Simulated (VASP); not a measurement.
Runs of VASP 6.6.1 on C. The structure is that of space group Fd-3m (No. 227), or close to it. The cells are those of the table. 

```csv
cell,k mesh,gap on the mesh (eV),pressure (GPa)
"a = 2.497 Å, angles 120.0, 120.0, 90.0°, 2 atoms",17 × 17 × 20,4.17,1.6
"a = 2.393 Å, angles 120.0, 120.0, 90.0°, 2 atoms",17 × 17 × 20,(a),77.6
"a = 2.429 Å, angles 120.0, 120.0, 90.0°, 2 atoms",17 × 17 × 20,4.38,47.4
"a = 2.497 Å, angles 120.0, 120.0, 90.0°, 2 atoms",17 × 17 × 12,4.17,1.6
```

Alike in all rows: task single point; level LDA; potentials or basis VASP PAW LDA potentials, release 64 (C); no spin polarisation; cutoff (eV) 520; smearing fermi-dirac 0.1 eV.

Fill in the values left out.

(a) 4.50.

Caveats: the cell stands under pressure (at least some runs).

A k mesh can miss the band edges.
